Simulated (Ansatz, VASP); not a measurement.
**KTaO3: VASP beside Ansatz**

```
Ta K O
1.0
     3.98830    0.00000    0.00000
     0.00000    3.98830    0.00000
     0.00000    0.00000    3.98830
Ta K O
1 1 3
Direct
  0.00000 0.00000 0.00000
  0.50000 0.50000 0.50000
  0.00000 0.00000 0.50000
  0.00000 0.50000 0.00000
  0.50000 0.00000 0.00000
```

Alike in both runs: functional PBEsol; k mesh 5 × 5 × 5; occupations fermi-dirac, width 0.05 eV; non-collinear spin, spin-orbit coupling.

|  | VASP | Ansatz |
| --- | --- | --- |
| version | VASP 6.6.1 | Ansatz 0.2.0 |
| potentials or method | VASP PAW PBE potentials, release 64 (Ta_pv, K_sv, O) | Ansatz PAW |
| plane-wave cutoff (eV) | 520 | 420 |
| valence electrons in the cell | 38 | 40 |
| task | single point | band structure |

```tsv
	VASP	Ansatz	Ansatz less VASP
pressure (GPa)	0.5	-0.7	-1.15
net moment per atom (μB)	0.00	0.00	0.000
```

VASP's potentials were made for PBE, not for PBEsol. The functional is the same, so the differences come from potentials, cutoffs and numerics. VASP's potentials hold 38 valence electrons a cell and Ansatz's 40, so a difference there can come from the potentials and not from the codes.

Noted on Ansatz's run: the k mesh misses the band edges, so the gap on the mesh is wider than the one along the path.
